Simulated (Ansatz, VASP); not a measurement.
Sn: VASP beside Ansatz

```
CELL_PARAMETERS angstrom
-1.72654 1.77555 2.33834
1.72654 -1.77555 2.33834
1.72654 1.77555 -2.33834
ATOMIC_POSITIONS crystal
Sn 0.00000 0.00000 0.00000
```

Alike in both runs: task single point; functional PBEsol; dispersion D3(BJ); k mesh 16 × 16 × 16; occupations gaussian, width 0.1 eV; no spin polarisation.

|  | VASP | Ansatz |
| --- | --- | --- |
| version | VASP 6.6.1 | Ansatz 0.2.0 |
| potentials or method | VASP PAW PBE potentials, release 64 (Sn_d), cutoff 500 eV | scalar-relativistic, plane waves, PAW |
| valence electrons in the cell | 14 | 14 |

Ansatz gave:

```
gap on the k mesh at the Fermi level (eV)                     : none
pressure (GPa)                                                : -5.7
traceless stress, the component that is largest in VASP (GPa) : 0.33
```

Which values does VASP return?

gap on the k mesh at the Fermi level (eV): none; pressure (GPa): -5.8; traceless stress, the component that is largest in VASP (GPa): 0.33.

VASP's potentials were made for PBE, not for PBEsol. A gap of «none» marks a metal or a gap that the smearing closes.
